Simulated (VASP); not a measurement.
# La (Fm-3m) in VASP: further runs

The runs below take La through single point, with PBE.

Program: VASP 6.6.1. These are calculated values, not measurements. Logs are shortened: lines on timing, memory, paths and dates and some standing lists are left out, and cuts for length are marked.

### Step 1. The cell of the first run

Symmetry: Fm-3m, No. 225, cubic system. The conventional cell has a = 5.233 Å, b = 5.233 Å, c = 5.233 Å, α = 90.00°, β = 90.00°, γ = 90.00°. Within 4.9 Å of La (site symmetry m-3m) lie 12 La at 3.70 Å.

### Step 2. Single point, PBE (volume scaled by 0.96)

The input, INCAR:

```
ALGO = Normal
EDIFF = 1E-6
ENCUT = 500
GGA = PE
GGA_COMPAT = False
ISIF = 2
ISMEAR = -1
LASPH = True
LCHARG = False
LMAXMIX = 6
LREAL = False
LWAVE = False
NBANDS = 12
NELM = 200
PREC = Accurate
SIGMA = 0.1
```

The input, KPOINTS:

```
k-points
0
Gamma
  12 12 12
```

The input, POSCAR:

```
La
1.0
    0.0000000000      2.6165284646      2.6165284646
    2.6165284646      0.0000000000      2.6165284646
    2.6165284646      2.6165284646      0.0000000000
La
1
Direct
    0.0000000000      0.0000000000      0.0000000000
```

Potentials or basis: VASP PAW PBE potentials, release 64 (La).

The run is started by

```bash
cat potpaw_PBE.64/La/POTCAR > POTCAR
mpirun -np 1 vasp_std > vasp.out
```

OUTCAR:

```text
EDIFF = 1E-6
   ENCUT = 500
   GGA = PE
   ISIF = 2
   ISMEAR = -1
   LASPH = True
   LREAL = False
   NELM = 200
   PREC = Accurate

 ion  position               nearest neighbor table
   1  0.000  0.000  0.000-

  LATTYP: Found a face centered cubic cell.
 ALAT       =     5.2330569292

  Lattice vectors:

 A1 = (   0.0000000000,   2.6165284646,   2.6165284646)
 A2 = (   2.6165284646,   0.0000000000,   2.6165284646)
 A3 = (   2.6165284646,   2.6165284646,   0.0000000000)

Analysis of symmetry for initial positions (statically):
=====================================================================
 Subroutine PRICEL returns:
 Original cell was already a primitive cell.

 Routine SETGRP: Setting up the symmetry group for a
 face centered cubic supercell.

 Subroutine GETGRP returns: Found 48 space group operations
 (whereof 48 operations were pure point group operations)
 out of a pool of 48 trial point group operations.

The static configuration has the point symmetry O_h .

Analysis of symmetry for dynamics (positions and initial velocities):
=====================================================================
 Subroutine PRICEL returns:
 Original cell was already a primitive cell.

 Routine SETGRP: Setting up the symmetry group for a
 face centered cubic supercell.

 Subroutine GETGRP returns: Found 48 space group operations
 (whereof 48 operations were pure point group operations)
 out of a pool of 48 trial point group operations.

The dynamic configuration has the point symmetry O_h .

 Subroutine INISYM returns: Found 48 space group operations
 (whereof 48 operations are pure point group operations),
 and found     1 'primitive' translations

----------------------------------------------------------------------------------------

                                     Primitive cell

  volume of cell :      35.8267

  direct lattice vectors                    reciprocal lattice vectors
     0.000000000  2.616528465  2.616528465    -0.191092895  0.191092895  0.191092895
     2.616528465  0.000000000  2.616528465     0.191092895 -0.191092895  0.191092895
     2.616528465  2.616528465  0.000000000     0.191092895  0.191092895 -0.191092895

  length of vectors
     3.700330041  3.700330041  3.700330041     0.330982604  0.330982604  0.330982604

  position of ions in fractional coordinates (direct lattice)
     0.000000000  0.000000000  0.000000000

  ion indices of the primitive-cell ions
   primitive index   ion index
                 1           1

----------------------------------------------------------------------------------------

 KPOINTS: k-points

Automatic generation of k-mesh.
 Grid dimensions read from file:
 generate k-points for:   12   12   12

 Generating k-lattice:

  Cartesian coordinates                     Fractional coordinates (reciprocal lattice)
    -0.015924408  0.015924408  0.015924408     0.083333333  0.000000000  0.000000000
     0.015924408 -0.015924408  0.015924408     0.000000000  0.083333333  0.000000000
     0.015924408  0.015924408 -0.015924408     0.000000000  0.000000000  0.083333333

  Length of vectors
     0.027581884  0.027581884  0.027581884

  Shift w.r.t. Gamma in fractional coordinates (k-lattice)
     0.000000000  0.000000000  0.000000000

 Subroutine IBZKPT returns following result:
 ===========================================

 Found     72 irreducible k-points:

 Following reciprocal coordinates:
            Coordinates               Weight
  0.000000  0.000000  0.000000      1.000000
  0.083333  0.000000  0.000000      8.000000
  0.166667  0.000000  0.000000      8.000000
  0.250000  0.000000  0.000000      8.000000
  0.333333  0.000000  0.000000      8.000000
  0.416667  0.000000  0.000000      8.000000
[... 16 lines left out ...]
  0.500000  0.166667  0.000000     24.000000
 -0.416667  0.166667  0.000000     24.000000
 [... further k-points ...]
   k-points           NKPTS =     72   k-points in BZ     NKDIM =     72   number of bands    NBANDS=     12
   number of dos      NEDOS =    301   number of ions     NIONS =      1
   total plane-waves  NPLWV =  21952
   dimension x,y,z NGX =    28 NGY =   28 NGZ =   28
   dimension x,y,z NGXF=    56 NGYF=   56 NGZF=   56
   ions per type =               1
   NGX,Y,Z   is equivalent  to a cutoff of  12.58, 12.58, 12.58 a.u.
   NGXF,Y,Z  is equivalent  to a cutoff of  25.16, 25.16, 25.16 a.u.
 SYSTEM =  unknown system
   PREC   = accura    normal or accurate (medium, high low for compatibility)
   ISTART =      0    job   : 0-new  1-cont  2-samecut
   ICHARG =      2    charge: 1-file 2-atom 10-const
   ISPIN  =      1    spin polarized calculation?
   LNONCOLLINEAR =      F non collinear calculations
   LSORBIT =      F    spin-orbit coupling
   LASPH  =      T    aspherical Exc in radial PAW
   ENCUT  =  500.0 eV  36.75 Ry    6.06 a.u.   6.75  6.75  6.75*2*pi/ulx,y,z
   NELM   =    200;   NELMIN=  2; NELMDL= -5     # of ELM steps
   EDIFF  = 0.1E-05   stopping-criterion for ELM
   LREAL  =      F    real-space projection
   EDIFFG = 0.1E-04   stopping-criterion for IOM
   NSW    =      0    number of steps for IOM
   IBRION =     -1    ionic relax: 0-MD 1-quasi-New 2-CG
   NFREE  =      0    steps in history (QN), initial steepest desc. (CG)
   ISIF   =      2    stress and relaxation
   ISYM   =      2    0-nonsym 1-usesym 2-fastsym
   POTIM  = 0.5000    time-step for ionic-motion
   TEBEG  =    0.0;   TEEND  =   0.0 temperature during run
   PSTRESS=    0.0 pullay stress
   NELECT =      11.0000    total number of electrons
   NUPDOWN=      -1.0000    fix difference up-down
   EMIN   =  10.00;   EMAX   =-10.00  energy-range for DOS
   EFERMI =   0.00;   METHOD = LEGACY
   ISMEAR =    -1;   SIGMA  =   0.10  broadening in eV -4-tet -1-fermi 0-gaus
   EFERMI_NEDOS =   21; number of points for ismear=-14 and -15
   IALGO  =     38    algorithm
   IMIX   =      4    mixing-type and parameters
     AMIX     =   0.40;   BMIX     =  1.00
     AMIX_MAG =   1.60;   BMIX_MAG =  1.00
  volume/ion in A,a.u.               =      35.83       241.77
  Fermi-wavevector in a.u.,A,eV,Ry     =   1.104427  2.087064 16.595822  1.219759
  Thomas-Fermi vector in A             =   2.240899
   LORBIT       =      0    0 simple, 1 ext, 2 COOP (PROOUT), +10 PAW based schemes
   GGA     = PE    functional components
   LHFCALC =     F    Hartree Fock is set to
   AEXX    =    0.0000 exact exchange contribution
   IVDW    =     0    specifies the selected vdW correction
   LEPSILON=     F    determine dielectric tensor
   LRPA    =     F    only Hartree local field effects (RPA)
 non-spin polarized calculation
  energy-cutoff  :      500.00
  volume of cell :       35.83
 maximum number of plane-waves:       941
   NGX = 13   NGY = 13   NGZ = 13

 number of electron      10.9999999 magnetization

 Free energy of the ion-electron system (eV)
  ---------------------------------------------------
  ext. energy  EPLUGINS =         0.00000000
  ---------------------------------------------------
  free energy    TOTEN  =        -4.90952340 eV

  energy without entropy =       -4.85285549  energy(sigma->0) =       -4.88118944

 E-fermi :   8.2070     XC(G=0):  -9.7062

 val. band max:        8.1833645950   @ k =  -0.1667   0.2500   0.0833
 cond. band min:       8.2512661482   @ k =  -0.4167   0.2500   0.0000
 fundamental gap:      0.0679015531
 Fermi energy:         8.2070106374

 k-point     1 :       0.0000    0.0000    0.0000
  band No.  band energies     occupation
      1     -24.5926      2.00000
      2      -7.5157      2.00000
      3      -7.5157      2.00000
      4      -7.5157      2.00000
      5       5.0688      2.00000
      6       9.5612      0.00000
      7       9.7327      0.00000
      8       9.7327      0.00000
      9       9.7327      0.00000
     10      10.1004      0.00000
     11      10.1004      0.00000
     12      10.1004      0.00000

 k-point     2 :       0.0833    0.0000    0.0000
  band No.  band energies     occupation
      1     -24.5779      2.00000
      2      -7.6331      2.00000
      3      -7.5292      2.00000
      4      -7.5292      2.00000
      5       5.2859      2.00000
      6       9.1518      0.00016
      7       9.7612      0.00000
      8       9.7612      0.00000
      9      10.0026      0.00000
     10      10.1009      0.00000
     11      10.1009      0.00000
     12      10.1549      0.00000

 k-point     3 :       0.1667    0.0000    0.0000
  band No.  band energies     occupation
      1     -24.5375      2.00000
      2      -7.9405      2.00000
      3      -7.5658      2.00000
      4      -7.5658      2.00000
      5       5.8361      2.00000
      6       8.7666      0.00740
      7       9.7972      0.00000
      8       9.7972      0.00000
      9       9.9570      0.00000
     10      10.1046      0.00000
     11      10.1046      0.00000
     12      10.4328      0.00000
[... 286 lines left out ...]
 k-point    23 :       0.5000    0.1667    0.0000
  band No.  band energies     occupation
      1     -24.3481      2.00000
      2      -8.9016      2.00000
      3      -7.9587      2.00000
      4      -7.8020      2.00000
      5       7.0736      1.99998
      6       8.3833      0.29287
      7       9.5548      0.00000
      8       9.8729      0.00000
      9      10.1667      0.00000
     10      10.1789      0.00000
     11      10.3597      0.00000
     12      10.5839      0.00000

 k-point    24 :      -0.4167    0.1667    0.0000
  band No.  band energies     occupation
      1     -24.3442      2.00000
      2      -8.9152      2.00000
      3      -8.0110      2.00000
      4      -7.7688      2.00000
      5       7.1494      1.99995
      6       8.3809      0.29886
      7       9.8096      0.00000
      8       9.8467      0.00000
      9      10.0725      0.00000
     10      10.1276      0.00000
     11      10.3784      0.00000
     12      10.6062      0.00000

 [... further k-points ...]

------------------------ aborting loop because EDIFF is reached ----------------------------------------

  FORCE on cell =-STRESS in cart. coord.  units (eV):
  Direction    XX          YY          ZZ          XY          YZ          ZX
  --------------------------------------------------------------------------------------
  -------------------------------------------------------------------------------------
  Total        0.1873304      0.1873304      0.1873304     -0.0000000      0.0000000     -0.0000000
  in kB        8.3774626      8.3774626      8.3774626     -0.0000000      0.0000000     -0.0000000
  external PRESSURE =       8.3774626 kB  Pullay stress =       0.0000000 kB

 VOLUME and BASIS-vectors are now :
 -----------------------------------------------------------------------------
  energy-cutoff  :      500.00
  volume of cell :       35.83
      direct lattice vectors                 reciprocal lattice vectors
     0.000000000  2.616528465  2.616528465    -0.191092895  0.191092895  0.191092895
     2.616528465  0.000000000  2.616528465     0.191092895 -0.191092895  0.191092895
     2.616528465  2.616528465  0.000000000     0.191092895  0.191092895 -0.191092895

 POSITION                                       TOTAL-FORCE (eV/Angst)
 -----------------------------------------------------------------------------------
      0.00000      0.00000      0.00000        -0.000000      0.000000     -0.000000
 -----------------------------------------------------------------------------------
    total drift:                                0.000000      0.000000      0.000000

  FREE ENERGIE OF THE ION-ELECTRON SYSTEM (eV)
  ---------------------------------------------------
  free  energy   TOTEN  =        -4.9095234008 eV

  energy  without entropy=       -4.8528554863  energy(sigma->0) =       -4.88118944
```

Wall time 67 s (1 thread of Intel Xeon 8259CL, shared host); peak memory 0.19 GiB.

Results:

* Free energy: -4.9095 eV
* Pressure: 0.8 GPa

Caveat: the cell differs from its parent crystal (volume scaled by 0.96); spin-orbit coupling is left out, which moves the levels of the heavy elements.

### Step 3. Single point, PBE

This run uses another cell than the first one, of 37.32 Å³/atom, 1.042 times its volume.

The input, INCAR:

```
SYSTEM = La
PREC     = Accurate       ! precision mode
ENCUT    = 500            ! plane-wave cutoff, eV
EDIFF    = 1E-6           ! SCF threshold, eV
ISMEAR   = -1             ! smearing method
SIGMA    = 0.1            ! smearing width, eV
LREAL    = .FALSE.        ! projectors in reciprocal space
LASPH    = .TRUE.         ! aspherical terms in the spheres
NELM     = 200            ! most SCF steps
ALGO     = Normal         ! electronic algorithm
ISIF     = 2              ! what is computed and relaxed
LWAVE    = .FALSE.        ! write WAVECAR
LCHARG   = .TRUE.         ! write CHGCAR
GGA      = PE             ! functional
LELF     = .TRUE.         ! ELF
LVHAR    = .TRUE.       
NBANDS   = 12             ! bands
GGA_COMPAT= .FALSE.      
LMAXMIX  = 6              ! l up to which the mixer works
```

The input, KPOINTS:

```
Automatic mesh
0
G
  12 12 12
  0 0 0
```

The input, POSCAR:

```
La
1.0
    0.0000000000      2.6523757748      2.6523757748
    2.6523757748      0.0000000000      2.6523757748
    2.6523757748      2.6523757748      0.0000000000
La
1
Direct
    0.0000000000      0.0000000000      0.0000000000
```

Potentials or basis: VASP PAW PBE potentials, release 64 (La).

The run is started by

```bash
cat potpaw_PBE.64/La/POTCAR > POTCAR
mpirun -np 1 vasp_std > vasp.out
```

Wall time 84 s (1 thread of Intel Xeon 8259CL, shared host); peak memory 0.19 GiB.

Results (log left out):

```yaml
Free_energy: -4.9127 eV
Pressure: -0.2 GPa
```

Levels at points of the mesh, in eV from the Fermi level:
| k point | band 2 | band 3 | band 4 | band 5 | band 6 | band 7 | band 8 | band 9 |
| --- | --- | --- | --- | --- | --- | --- | --- | --- |
| (0.00, 0.00, 0.00) | -15.86 | -15.86 | -15.86 | -3.17 | 1.32 | 1.50 | 1.50 | 1.50 |
| (0.50, 0.00, 0.00) | -17.22 | -16.03 | -16.03 | -1.70 | 1.29 | 1.29 | 1.34 | 1.84 |
| (0.50, 0.50, 0.00) | -17.13 | -16.34 | -16.34 | -1.95 | -1.37 | 1.90 | 1.90 | 1.90 |

Caveat: spin-orbit coupling is left out, which moves the levels of the heavy elements.

### Step 4. Single point, PBE (volume scaled by 1.04)

INCAR is that of step 3.

The input, KPOINTS:

```
regular mesh
0
G
  12 12 12
  0 0 0
```

The input, POSCAR:

```
La
1.0
    0.0000000000      2.6872794587      2.6872794587
    2.6872794587      0.0000000000      2.6872794587
    2.6872794587      2.6872794587      0.0000000000
La
1
Direct
    0.0000000000      0.0000000000      0.0000000000
```

Potentials or basis: VASP PAW PBE potentials, release 64 (La).

The run is started by

```bash
cat potpaw_PBE.64/La/POTCAR > POTCAR
mpirun -np 1 vasp_std > vasp.out
```

OUTCAR:

```text
SYSTEM = La
   PREC = Accurate
   ENCUT = 500
   EDIFF = 1E-6
   ISMEAR = -1
   LREAL = .FALSE.
   LASPH = .TRUE.
   NELM = 200
   ISIF = 2
   GGA = PE

 ion  position               nearest neighbor table
   1  0.000  0.000  0.000-

  LATTYP: Found a face centered cubic cell.
 ALAT       =     5.3745589174

  Lattice vectors:

 A1 = (   0.0000000000,   2.6872794587,   2.6872794587)
 A2 = (   2.6872794587,   0.0000000000,   2.6872794587)
[... 538 lines left out ...]
     12       9.6037      0.00000

 [... further k-points ...]

------------------------ aborting loop because EDIFF is reached ----------------------------------------

  FORCE on cell =-STRESS in cart. coord.  units (eV):
  Direction    XX          YY          ZZ          XY          YZ          ZX
  --------------------------------------------------------------------------------------
  -------------------------------------------------------------------------------------
  Total       -0.2647702     -0.2647702     -0.2647702     -0.0000000     -0.0000000      0.0000000
  in kB      -10.9297754    -10.9297754    -10.9297754     -0.0000000     -0.0000000      0.0000000
  external PRESSURE =     -10.9297754 kB  Pullay stress =       0.0000000 kB

 VOLUME and BASIS-vectors are now :
 -----------------------------------------------------------------------------
  energy-cutoff  :      500.00
  volume of cell :       38.81
      direct lattice vectors                 reciprocal lattice vectors
     0.000000000  2.687279459  2.687279459    -0.186061780  0.186061780  0.186061780
     2.687279459  0.000000000  2.687279459     0.186061780 -0.186061780  0.186061780
     2.687279459  2.687279459  0.000000000     0.186061780  0.186061780 -0.186061780

 POSITION                                       TOTAL-FORCE (eV/Angst)
 -----------------------------------------------------------------------------------
      0.00000      0.00000      0.00000         0.000000      0.000000      0.000000
 -----------------------------------------------------------------------------------
    total drift:                                0.000000      0.000000      0.000000

  FREE ENERGIE OF THE ION-ELECTRON SYSTEM (eV)
  ---------------------------------------------------
  free  energy   TOTEN  =        -4.9069194449 eV

  energy  without entropy=       -4.8456192045  energy(sigma->0) =       -4.87626932
```

Wall time 96 s (1 thread of Intel Xeon 8259CL, shared host); peak memory 0.19 GiB.

What came out:

```
Free energy : -4.9069 eV
Pressure    : -1.1 GPa
```

Caveat: the cell differs from its parent crystal (volume scaled by 1.04); spin-orbit coupling is left out, which moves the levels of the heavy elements.

### Step 5. Single point, PBE (volume scaled by 1.12)

The input, INCAR:

```
SYSTEM = La
  PREC = Accurate
  ENCUT = 500
  EDIFF = 1E-6
  ISMEAR = -1
  SIGMA = 0.1
  LREAL = .False.
  LASPH = .True.
  NELM = 200
  ALGO = Normal
  ISIF = 2
  LWAVE = .False.
  LCHARG = .True.
  GGA = PE
  LELF = .True.
  LVHAR = .True.
  NBANDS = 12
  GGA_COMPAT = .False.
  LMAXMIX = 6
```

The input, KPOINTS:

```
Automatic mesh
0
Gamma
  12 12 12
  0 0 0
```

The input, POSCAR:

```
La
1.0
    0.0000000000      2.7544891133      2.7544891133
    2.7544891133      0.0000000000      2.7544891133
    2.7544891133      2.7544891133      0.0000000000
La
1
Direct
    0.0000000000      0.0000000000      0.0000000000
```

The run is started by

```bash
cat potpaw_PBE.64/La/POTCAR > POTCAR
mpirun -np 1 vasp_std > vasp.out
```

It took 75 s on 1 thread of Intel Xeon 8259CL, shared host; peak memory 0.19 GiB.

Results (log left out):

| Property | Result |
| --- | --- |
| Free energy | -4.8729 eV |
| Pressure | -2.5 GPa |

Levels at points of the mesh, in eV from the Fermi level:
```tsv
k point	band 2	band 3	band 4	band 5	band 6	band 7	band 8	band 9
(0.00, 0.00, 0.00)	-16.22	-16.22	-16.22	-3.21	1.20	1.41	1.41	1.41
(0.50, 0.00, 0.00)	-17.19	-16.35	-16.35	-1.58	1.20	1.24	1.24	1.52
(0.50, 0.50, 0.00)	-17.13	-16.57	-16.57	-1.68	-1.12	1.60	1.64	1.64
```

Caveat: the cell differs from its parent crystal (volume scaled by 1.12); spin-orbit coupling is left out, which moves the levels of the heavy elements.

### Step 6. Overview

```tsv
cell	gap on the mesh (eV)	pressure (GPa)
a = 3.700 Å, angles 60.0°, 1 atom	none	0.8
a = 3.751 Å, angles 60.0°, 1 atom	none	-0.2
a = 3.800 Å, angles 60.0°, 1 atom	none	-1.1
a = 3.895 Å, angles 60.0°, 1 atom	none	-2.5
```

Alike in all rows: task single point; level PBE; potentials or basis VASP PAW PBE potentials, release 64 (La); no spin polarisation; k mesh 12 × 12 × 12; cutoff (eV) 500; smearing fermi-dirac 0.1 eV.

Caveats: spin-orbit coupling is left out, which moves the levels of the heavy elements.

Total energies depend on the potentials used, so only differences within one code and one set of settings carry meaning.
